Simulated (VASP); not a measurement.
# Al16As17 (a cell with a defect) in VASP: notebook

The runs below take Al16As17 (a cell with a defect) through single point, relaxation of the atoms, with PBE.

All numbers are computed with VASP 6.6.1; they aren't measurements. Logs are shortened: lines on timing, memory, paths and dates and some standing lists are left out, and cuts for length are marked.

## (1) The cell of the first run

The cell holds a defect, 33 atoms: a = 9.921 Å, b = 9.921 Å, c = 9.921 Å, α = 109.47°, β = 109.47°, γ = 109.47°.

## (2) Single point, PBE, collinear spin (with an interstitial atom, then relaxed in part)

File INCAR:

```
PREC = Accurate
ENCUT = 400
EDIFF = 1E-6
ISMEAR = 0
SIGMA = 0.01
LREAL = Auto
LASPH = True
NELM = 200
ALGO = Normal
ISIF = 2
LWAVE = False
LCHARG = True
ISPIN = 2
MAGMOM = 0 0 0 0.091 0 0 0 0 0.091 0.091 0 0 0.091 0 0 0 0 0 0.091 0 0 0 0 0 0.091 0.091 0.091 0 0.091 0.091 0 0 0.091
LORBIT = 11
GGA = PE
LELF = True
LVHAR = True
NBANDS = 92
NELECT = 131.0
GGA_COMPAT = False
```

File KPOINTS:

```
Automatic mesh
0
Gamma
  2 2 2
  0.5 0.5 0.5
```

File POSCAR:

```
Al16As17
1.0
   -5.7279123196      5.7279123196     -5.7279123196
   -5.7279123196     -5.7279123196      5.7279123196
    5.7279123196      5.7279123196      5.7279123196
Al As
16 17
Direct
    0.7479394664      0.7479394664      0.5009719980
    0.5030325316      0.0000000000      0.5020605336
    0.4969674684      0.7490280020      0.7469674684
    0.2671218727      0.2671218727      0.5171218727
    0.2520605336      0.0000000000      0.7530325316
    0.2509719980      0.7479394664     -0.0020605336
    0.0000000000      0.5030325316      0.5020605336
    0.0000000000      0.2520605336      0.7530325316
    0.0000000000      0.0000000000     -0.0171218727
    0.0000000000      0.7328781273      0.2500000000
    0.7490280020      0.4969674684      0.7469674684
    0.7479394664      0.2509719980     -0.0020605336
    0.7328781273      0.0000000000      0.2500000000
    0.4969674684      0.4969674684     -0.0009719980
    0.5030325316      0.2520605336      0.2500000000
    0.2520605336      0.5030325316      0.2500000000
    0.0000000000      0.0000000000      0.7391553683
    0.7500000000      0.2500000000      0.7500000000
    0.7471689423      0.0000000000     -0.0028310577
    0.5108446317      0.5108446317      0.7608446317
    0.5000000000      0.2500000000      0.0000000000
    0.4891553683      0.0000000000      0.2500000000
    0.2500000000      0.7500000000      0.7500000000
    0.2500000000      0.5000000000      0.0000000000
    0.2528310577      0.2528310577      0.2500000000
    0.2528310577      0.0000000000      0.5028310577
    0.0000000000      0.7471689423     -0.0028310577
    0.0000000000      0.4891553683      0.2500000000
    0.0000000000      0.2528310577      0.5028310577
    0.7471689423      0.7471689423      0.2500000000
    0.7500000000      0.5000000000      0.5000000000
    0.5000000000      0.7500000000      0.5000000000
    0.0000000000      0.0000000000      0.2500000000
```

Potentials or basis: VASP PAW PBE potentials, release 64 (Al, As).

Run with:

```bash
$ cat potpaw_PBE.64/Al/POTCAR potpaw_PBE.64/As/POTCAR > POTCAR
$ mpirun -np 1 vasp_std > vasp.out
```

OUTCAR:

```text
PREC = Accurate
   ENCUT = 400
   EDIFF = 1E-6
   ISMEAR = 0
   LREAL = Auto
   LASPH = True
   NELM = 200
   ISIF = 2
   ISPIN = 2
   LORBIT = 11
   GGA = PE
   NELECT = 131.0

 ion  position               nearest neighbor table
   1  0.748  0.748  0.501-  17 2.46  31 2.46  32 2.46  30 2.48
   2  0.503  0.000  0.502-  22 2.46  18 2.46  32 2.46  26 2.48
   3  0.497  0.749  0.747-  20 2.46  23 2.46  32 2.46  19 2.48
   4  0.267  0.267  0.517-  20 2.42  25 2.56  26 2.56  29 2.56  33 2.65
   5  0.252  0.000  0.753-  17 2.46  21 2.46  23 2.46  26 2.48
   6  0.251  0.748  0.998-  22 2.46  23 2.46  24 2.46  27 2.48
   7  0.000  0.503  0.502-  28 2.46  23 2.46  31 2.46  29 2.48
   8  0.000  0.252  0.753-  17 2.46  18 2.46  24 2.46  29 2.48
   9  0.000  0.000  0.983-  17 2.42  19 2.56  25 2.56  27 2.56  33 2.65
  10  0.000  0.733  0.250-  28 2.42  26 2.56  27 2.56  30 2.56  33 2.65
  11  0.749  0.497  0.747-  20 2.46  18 2.46  31 2.46  27 2.48
  12  0.748  0.251  0.998-  28 2.46  21 2.46  18 2.46  19 2.48
  13  0.733  0.000  0.250-  22 2.42  29 2.56  19 2.56  30 2.56  33 2.65
  14  0.497  0.497  0.999-  20 2.46  21 2.46  24 2.46  30 2.48
  15  0.503  0.252  0.250-  22 2.46  21 2.46  31 2.46  25 2.48
  16  0.252  0.503  0.250-  28 2.46  24 2.46  32 2.46  25 2.48
  17  0.000  0.000  0.739-   9 2.42   5 2.46   8 2.46   1 2.46
  18  0.750  0.250  0.750-  12 2.46   8 2.46  11 2.46   2 2.46
  19  0.747  0.000  0.997-   3 2.48  12 2.48   9 2.56  13 2.56  33 2.90
  20  0.511  0.511  0.761-   4 2.42   3 2.46  11 2.46  14 2.46
  21  0.500  0.250  0.000-  12 2.46  15 2.46  14 2.46   5 2.46
  22  0.489  0.000  0.250-  13 2.42   6 2.46   2 2.46  15 2.46
  23  0.250  0.750  0.750-   6 2.46   5 2.46   3 2.46   7 2.46
  24  0.250  0.500  0.000-   6 2.46   8 2.46  14 2.46  16 2.46
  25  0.253  0.253  0.250-  15 2.48  16 2.48   4 2.56   9 2.56  33 2.90
  26  0.253  0.000  0.503-   2 2.48   5 2.48  10 2.56   4 2.56  33 2.90
  27  0.000  0.747  0.997-   6 2.48  11 2.48  10 2.56   9 2.56  33 2.90
  28  0.000  0.489  0.250-  10 2.42   7 2.46  12 2.46  16 2.46
  29  0.000  0.253  0.503-   7 2.48   8 2.48  13 2.56   4 2.56  33 2.90
  30  0.747  0.747  0.250-   1 2.48  14 2.48  13 2.56  10 2.56  33 2.90
  31  0.750  0.500  0.500-   1 2.46   7 2.46  11 2.46  15 2.46
  32  0.500  0.750  0.500-   1 2.46   2 2.46   3 2.46  16 2.46
  33  0.000  0.000  0.250-   4 2.65   9 2.65  10 2.65  13 2.65  19 2.90  25 2.90  26 2.90  27 2.90
                            29 2.90  30 2.90

  LATTYP: Found a body centered cubic cell.
 ALAT       =    11.4558246392

  Lattice vectors:

 A1 = (  -5.7279123196,   5.7279123196,  -5.7279123196)
 A2 = (  -5.7279123196,  -5.7279123196,   5.7279123196)
 A3 = (   5.7279123196,   5.7279123196,   5.7279123196)

Analysis of symmetry for initial positions (statically):
=====================================================================
 Subroutine PRICEL returns:
 Original cell was already a primitive cell.

 Routine SETGRP: Setting up the symmetry group for a
 body centered cubic supercell.

 Subroutine GETGRP returns: Found 24 space group operations
 (whereof  6 operations were pure point group operations)
 out of a pool of 48 trial point group operations.

The static configuration has the point symmetry C_3v.
 The point group associated with its full space group is T_d .

Analysis of symmetry for dynamics (positions and initial velocities):
=====================================================================
 Subroutine PRICEL returns:
 Original cell was already a primitive cell.

 Routine SETGRP: Setting up the symmetry group for a
 body centered cubic supercell.

 Subroutine GETGRP returns: Found 24 space group operations
 (whereof  6 operations were pure point group operations)
 out of a pool of 48 trial point group operations.

The dynamic configuration has the point symmetry C_3v.
 The point group associated with its full space group is T_d .

Analysis of structural, dynamic, and magnetic symmetry:
=====================================================================
 Subroutine PRICEL returns:
 Original cell was already a primitive cell.

 Routine SETGRP: Setting up the symmetry group for a
 body centered cubic supercell.

 Subroutine GETGRP returns: Found 24 space group operations
 (whereof  6 operations were pure point group operations)
 out of a pool of 48 trial point group operations.

The overall configuration has the point symmetry C_3v.
 The point group associated with its full space group is T_d .

 Subroutine INISYM returns: Found 24 space group operations
 (whereof  6 operations are pure point group operations),
[... 113 lines left out ...]
 Following reciprocal coordinates:
            Coordinates               Weight
  0.250000  0.250000  0.250000      2.000000
 -0.250000  0.250000  0.250000      6.000000
   k-points           NKPTS =      2   k-points in BZ     NKDIM =      2   number of bands    NBANDS=     92
[... 37 lines left out ...]
     AMIX_MAG =   1.60;   BMIX_MAG =  1.00
  volume/ion in A,a.u.               =      22.78       153.72
  Fermi-wavevector in a.u.,A,eV,Ry     =   0.914427  1.728016 11.376868  0.836176
  Thomas-Fermi vector in A             =   2.039052
   LORBIT       =     11    0 simple, 1 ext, 2 COOP (PROOUT), +10 PAW based schemes
   GGA     = PE    functional components
   LHFCALC =     F    Hartree Fock is set to
   AEXX    =    0.0000 exact exchange contribution
   IVDW    =     0    specifies the selected vdW correction
   LEPSILON=     F    determine dielectric tensor
   LRPA    =     F    only Hartree local field effects (RPA)
 spin polarized calculation
 Gauss-broadening in eV      SIGMA  =   0.01
  energy-cutoff  :      400.00
  volume of cell :      751.71
 maximum number of plane-waves:     13700
 NGX is ok and might be reduce to    70
   NGX = 33   NGY = 33   NGZ = 33

 number of electron     130.9999993 magnetization       0.4999720

 Free energy of the ion-electron system (eV)
  ---------------------------------------------------
  ext. energy  EPLUGINS =         0.00000000
  ---------------------------------------------------
  free energy    TOTEN  =      -160.30598125 eV

  energy without entropy =     -160.30405297  energy(sigma->0) =     -160.30501711

 E-fermi :   4.8277     XC(G=0):  -8.9991

 val. band max:        4.7543892163   @ k =   0.2500   0.2500   0.2500
 cond. band min:       4.8307087995   @ k =   0.2500   0.2500   0.2500
 fundamental gap:      0.0763195832
 Fermi energy:         4.8276807803

 spin component 1

 k-point     1 :       0.2500    0.2500    0.2500
  band No.  band energies     occupation
      1      -8.8824      1.00000
      2      -7.3526      1.00000
      3      -7.3526      1.00000
      4      -7.3526      1.00000
      5      -6.6983      1.00000
      6      -6.4750      1.00000
[... 149 lines left out ...]
     76       6.8922      0.00000
     77       7.0460      0.00000
 Fermi energy:         4.8276807803

 spin component 2

 k-point     1 :       0.2500    0.2500    0.2500
  band No.  band energies     occupation
      1      -8.7985      1.00000
      2      -7.3422      1.00000
      3      -7.3422      1.00000
      4      -7.3422      1.00000
      5      -6.6863      1.00000
      6      -6.4613      1.00000
[... 149 lines left out ...]
     76       6.9026      0.00000
     77       7.0667      0.00000
 [bands above 77 left out]

------------------------ aborting loop because EDIFF is reached ----------------------------------------

  FORCE on cell =-STRESS in cart. coord.  units (eV):
  Direction    XX          YY          ZZ          XY          YZ          ZX
  --------------------------------------------------------------------------------------
  -------------------------------------------------------------------------------------
  Total       -8.7261623     -8.7261623     -8.7261623     -0.0000000     -0.0000000     -0.0000000
  in kB      -18.5987944    -18.5987944    -18.5987944     -0.0000000     -0.0000000     -0.0000000
  external PRESSURE =     -18.5987944 kB  Pullay stress =       0.0000000 kB

 VOLUME and BASIS-vectors are now :
 -----------------------------------------------------------------------------
  energy-cutoff  :      400.00
  volume of cell :      751.71
      direct lattice vectors                 reciprocal lattice vectors
    -5.727912320  5.727912320 -5.727912320    -0.087291839  0.087291839  0.000000000
    -5.727912320 -5.727912320  5.727912320    -0.087291839  0.000000000  0.087291839
     5.727912320  5.727912320  5.727912320     0.000000000  0.087291839  0.087291839

 POSITION                                       TOTAL-FORCE (eV/Angst)
 -----------------------------------------------------------------------------------
     -5.69874      2.86952      2.86952         0.004303     -0.005383     -0.005383
     -0.00557      5.75708     -0.00557         0.005383      0.004303      0.005383
     -2.85839      2.83478      5.72234        -0.005383     -0.004303      0.005383
     -0.09807      2.96203      2.96203        -0.007364      0.007364      0.007364
      2.86952      5.75708      2.86952        -0.005383      0.004303     -0.005383
     -0.00557      2.86952      8.56270         0.005383     -0.005383     -0.004303
[... 25 lines left out ...]
     -4.29593      1.43198      4.29593         0.000000     -0.000000      0.000000
      1.43198      1.43198      1.43198         0.000000     -0.000000      0.000000
 -----------------------------------------------------------------------------------
    total drift:                                0.000003     -0.000004     -0.000004

  FREE ENERGIE OF THE ION-ELECTRON SYSTEM (eV)
  ---------------------------------------------------
  free  energy   TOTEN  =      -160.3059812455 eV

  energy  without entropy=     -160.3040529695  energy(sigma->0) =     -160.30501711

 total charge

# of ion       s       p       d       tot
------------------------------------------
    1        0.403   0.353   0.000   0.755
    2        0.403   0.353   0.000   0.755
    3        0.403   0.353   0.000   0.755
    4        0.402   0.342   0.000   0.744
    5        0.403   0.353   0.000   0.755
    6        0.403   0.353   0.000   0.755
[... 25 lines left out ...]
   32        1.196   1.646   0.024   2.866
   33        1.356   1.249   0.066   2.671
--------------------------------------------------
tot         27.020  32.879   0.466  60.365

 magnetization (x)

# of ion       s       p       d       tot
------------------------------------------
    1        0.001   0.002   0.000   0.003
    2        0.001   0.002   0.000   0.003
    3        0.001   0.002   0.000   0.003
    4       -0.000   0.001   0.000   0.001
    5        0.001   0.002   0.000   0.003
    6        0.001   0.002   0.000   0.003
[... 25 lines left out ...]
   32        0.002   0.002   0.000   0.003
   33        0.002   0.091   0.001   0.094
--------------------------------------------------
tot          0.041   0.169   0.009   0.219
```

Wall time 14 min (1 thread of Intel Xeon 8259CL, shared host); peak memory 0.97 GiB.

What came out:

| Property | Result |
| --- | --- |
| Free energy | -160.3060 eV |
| Largest force | 0.019 eV/Å |
| Net moment | 0.50 μB per cell |
| Site moments | Al +0.00; As +0.00, +0.01, +0.09 (each value once) μB |
| Valence electrons inside the program's atomic spheres | Al 0.76, 0.74 (each value once); As 2.88, 2.87, 2.82, 2.67 (each value once) |

Forces in eV/Å, atoms in the order of the input:
```
Al   0.004 -0.005 -0.005
Al   0.005  0.004  0.005
Al  -0.005 -0.004  0.005
Al  -0.007  0.007  0.007
Al  -0.005  0.004 -0.005
Al   0.005 -0.005 -0.004
Al   0.005  0.005  0.004
Al  -0.005 -0.005  0.004
Al  -0.007 -0.007 -0.007
Al   0.007  0.007 -0.007
Al  -0.005  0.005 -0.004
Al   0.005 -0.004 -0.005
Al   0.007 -0.007  0.007
Al   0.004  0.005  0.005
Al  -0.004 -0.005  0.005
Al  -0.004  0.005 -0.005
As   0.011  0.011  0.011
As   0.000  0.000  0.000
As   0.000 -0.005  0.000
As   0.011 -0.011 -0.011
As   0.000  0.000  0.000
As  -0.011  0.011 -0.011
As   0.000  0.000  0.000
As   0.000  0.000  0.000
As  -0.005  0.000  0.000
As   0.000  0.005  0.000
As   0.000  0.000 -0.005
As  -0.011 -0.011  0.011
As   0.000  0.000  0.005
As   0.005  0.000  0.000
As   0.000  0.000  0.000
As   0.000  0.000  0.000
As   0.000  0.000  0.000
```

Caveat: the k points lie up to 0.39 Å⁻¹ apart; the cell carries a net charge on a neutralising background, which shifts energy and pressure; the cell differs from its parent crystal (with an interstitial atom, then relaxed in part); the cell is charged against a uniform background, so pressure and absolute levels hang on convention.

## (3) Relaxation of the atoms, PBE (with an interstitial atom)

File INCAR:

```
ALGO = Fast
EDIFF = 1E-6
EDIFFG = -0.025
ENCUT = 520
GGA = PE
IBRION = 2
ISIF = 2
ISMEAR = 0
LASPH = True
LCHARG = False
LREAL = Auto
LWAVE = False
NELECT = 132.0
NELM = 100
NSW = 65
PREC = Accurate
SIGMA = 0.01
```

KPOINTS is that of step 2.

File POSCAR:

```
Al16As17
1.0
    5.7279123210      5.7279123210      5.7279123210
   -5.7279123210      5.7279123210     -5.7279123210
   -5.7279123210     -5.7279123210      5.7279123210
Al As
16 17
Direct
    0.5018559733      0.7469203794      0.7469203794
    0.5030796206      0.5049355939      0.0000000000
    0.7450644061      0.4950644061      0.7481440267
    0.5060967494      0.2560967494      0.2560967494
    0.7549355939      0.2530796206      0.0000000000
   -0.0030796206      0.2518559733      0.7469203794
    0.5030796206      0.0000000000      0.5049355939
    0.7549355939      0.0000000000      0.2530796206
   -0.0060967494      0.0000000000      0.0000000000
    0.2500000000      0.0000000000      0.7439032506
    0.7450644061      0.7481440267      0.4950644061
   -0.0030796206      0.7469203794      0.2518559733
    0.2500000000      0.7439032506      0.0000000000
   -0.0018559733      0.4950644061      0.4950644061
    0.2500000000      0.5049355939      0.2530796206
    0.2500000000      0.2530796206      0.5049355939
    0.7450683315      0.0000000000      0.0000000000
    0.7500000000      0.7500000000      0.2500000000
   -0.0104465127      0.7395534873      0.0000000000
    0.7549316685      0.5049316685      0.5049316685
    0.0000000000      0.5000000000      0.2500000000
    0.2500000000      0.4950683315      0.0000000000
    0.7500000000      0.2500000000      0.7500000000
    0.0000000000      0.2500000000      0.5000000000
    0.2500000000      0.2604465127      0.2604465127
    0.5104465127      0.2604465127      0.0000000000
   -0.0104465127      0.0000000000      0.7395534873
    0.2500000000      0.0000000000      0.4950683315
    0.5104465127      0.0000000000      0.2604465127
    0.2500000000      0.7395534873      0.7395534873
    0.5000000000      0.7500000000      0.5000000000
    0.5000000000      0.5000000000      0.7500000000
    0.2500000000      0.0000000000      0.0000000000
```

Potentials or basis: VASP PAW PBE potentials, release 64 (Al, As).

Run with:

```bash
$ cat potpaw_PBE.64/Al/POTCAR potpaw_PBE.64/As/POTCAR > POTCAR
$ mpirun -np 1 vasp_std > vasp.out
```

Run time: 45 min. Hardware: 1 thread of Oxide Virtual Turin-like, shared host; peak memory 1.1 GiB.

It converged, with:

```
Free energy                  : -155.4408 eV
Energy gained by relaxing    : 2.5 meV/atom
Ionic steps                  : 6
Largest force after relaxing : 0.011 eV/Å
```

Forces in eV/Å, atoms in the order of the input:
```
Al   0.007  0.002  0.002
Al  -0.002  0.007 -0.002
Al   0.002 -0.007 -0.002
Al  -0.002  0.002  0.002
Al   0.002  0.007  0.002
Al  -0.002  0.002 -0.007
Al  -0.002 -0.002  0.007
Al   0.002  0.002  0.007
Al  -0.002 -0.002 -0.002
Al   0.002  0.002 -0.002
Al   0.002 -0.002 -0.007
Al  -0.002 -0.007  0.002
Al   0.002 -0.002  0.002
Al   0.007 -0.002 -0.002
Al  -0.007  0.002 -0.002
Al  -0.007 -0.002  0.002
As  -0.006 -0.006 -0.006
As   0.000  0.000  0.000
As   0.000 -0.007  0.000
As  -0.006  0.006  0.006
As   0.000  0.000  0.000
As   0.006 -0.006  0.006
As   0.000  0.000  0.000
As   0.000  0.000  0.000
As  -0.007  0.000  0.000
As   0.000  0.007  0.000
As   0.000  0.000 -0.007
As   0.006  0.006 -0.006
As   0.000  0.000  0.007
As   0.007  0.000  0.000
As   0.000  0.000  0.000
As   0.000  0.000  0.000
As   0.000  0.000  0.000
```

The path:
```tsv
step	energy change (eV)	largest force (eV/Å)	pressure (GPa)
1	0.0000	0.4606	0.38
2	-0.0530	0.1682	0.33
3	-0.0612	0.1303	0.30
4	-0.0685	0.0859	0.29
5	-0.0783	0.1118	0.27
6	-0.0822	0.0111	0.25
```

Final structure:
```cif
data_structure
_symmetry_space_group_name_H-M 'P 1'
_symmetry_Int_Tables_number 1
_cell_length_a 9.9210
_cell_length_b 9.9210
_cell_length_c 9.9210
_cell_angle_alpha 109.471
_cell_angle_beta 109.471
_cell_angle_gamma 109.471
_cell_volume 751.71
loop_
_atom_site_label
_atom_site_type_symbol
_atom_site_fract_x
_atom_site_fract_y
_atom_site_fract_z
_atom_site_occupancy
Al1 Al 0.50105 0.74722 0.74722 1
Al2 Al 0.50278 0.50383 0.00000 1
Al3 Al 0.74617 0.49617 0.74895 1
Al4 Al 0.51181 0.26181 0.26181 1
Al5 Al 0.75383 0.25278 0.00000 1
Al6 Al 0.99722 0.25105 0.74722 1
Al7 Al 0.50278 0.00000 0.50383 1
Al8 Al 0.75383 0.00000 0.25278 1
Al9 Al 0.98819 0.00000 0.00000 1
Al10 Al 0.25000 0.00000 0.73819 1
Al11 Al 0.74617 0.74895 0.49617 1
Al12 Al 0.99722 0.74722 0.25105 1
Al13 Al 0.25000 0.73819 0.00000 1
Al14 Al 0.99895 0.49617 0.49617 1
Al15 Al 0.25000 0.50383 0.25278 1
Al16 Al 0.25000 0.25278 0.50383 1
As1 As 0.74222 0.00000 0.00000 1
As2 As 0.75000 0.75000 0.25000 1
As3 As 0.99344 0.74344 0.00000 1
As4 As 0.75778 0.50778 0.50778 1
As5 As 0.00000 0.50000 0.25000 1
As6 As 0.25000 0.49222 0.00000 1
As7 As 0.75000 0.25000 0.75000 1
As8 As 0.00000 0.25000 0.50000 1
As9 As 0.25000 0.25656 0.25656 1
As10 As 0.50656 0.25656 0.00000 1
As11 As 0.99344 0.00000 0.74344 1
As12 As 0.25000 0.00000 0.49222 1
As13 As 0.50656 0.00000 0.25656 1
As14 As 0.25000 0.74344 0.74344 1
As15 As 0.50000 0.75000 0.50000 1
As16 As 0.50000 0.50000 0.75000 1
As17 As 0.25000 0.00000 0.00000 1
```

Levels at points of the mesh, in eV from the Fermi level:
```csv
k point,band 64,band 65,band 66,band 67,band 68,band 69
"(0.25, 0.25, 0.25)",-1.57,-1.57,-0.16,-0.16,-0.16,1.28
```

Caveat: the k points lie up to 0.39 Å⁻¹ apart; the cell carries a net charge on a neutralising background, which shifts energy and pressure; the cell differs from its parent crystal (with an interstitial atom); the cell is charged against a uniform background, so pressure and absolute levels hang on convention.
